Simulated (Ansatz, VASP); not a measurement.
Cu: VASP beside Ansatz

The input INCAR:

```
PREC = Accurate
ENCUT = 700
EDIFF = 1E-6
ISMEAR = 0
SIGMA = 0.15
LREAL = False
LASPH = True
NELM = 120
ALGO = Normal
ISIF = 2
LWAVE = False
LCHARG = False
GGA = PS
NBANDS = 16
GGA_COMPAT = False
```

The input KPOINTS:

```
Automatic mesh
0
Gamma
  34 34 34
```

Contents of POSCAR:

```
Cu
1.0
   -1.4217797220      1.4217797220      1.4049711508
    1.4217797220     -1.4217797220      1.4049711508
    1.4217797220      1.4217797220     -1.4049711508
Cu
1
Direct
    0.0000000000      0.0000000000      0.0000000000
```

Input for Ansatz:

```yaml
crystal:
  lattice:
    - [-1.421779722, 1.421779722, 1.4049711508]
    - [1.421779722, -1.421779722, 1.4049711508]
    - [1.421779722, 1.421779722, -1.4049711508]
  atoms:
    - { symbol: Cu, position: [0.0, 0.0, 0.0] }
basis:
  ecutwfc: 420
kpoints:
  mp_grid: { grid: [34, 34, 34] }
hamiltonian:
  xc: pbesol
scf:
  occupations: { method: gaussian, width: 0.15 }
output:
  forces: true
  stress: true
  eigenvalues: true
```

Alike in both runs: task single point; functional PBEsol; k mesh 34 × 34 × 34; occupations gaussian, width 0.15 eV; no spin polarisation.

|  | VASP | Ansatz |
| --- | --- | --- |
| version | VASP 6.6.1 | Ansatz 0.2.0 |
| potentials or method | VASP PAW PBE potentials, release 64 (Cu_sv_GW), cutoff 700 eV | scalar-relativistic, plane waves, PAW |
| valence electrons in the cell | 19 | 19 |

```csv
,VASP,Ansatz,Ansatz less VASP
gap on the k mesh at the Fermi level (eV),none,none,-
pressure (GPa),-4.0,-0.1,+3.98
"traceless stress, the component that is largest in VASP (GPa)",-0.07,-0.07,-0.001
```

VASP's potentials were made for PBE, not for PBEsol. A gap of «none» marks a metal or a gap that the smearing closes. One of these differences is far larger than is usual between the two programs; its cause wasn't traced.
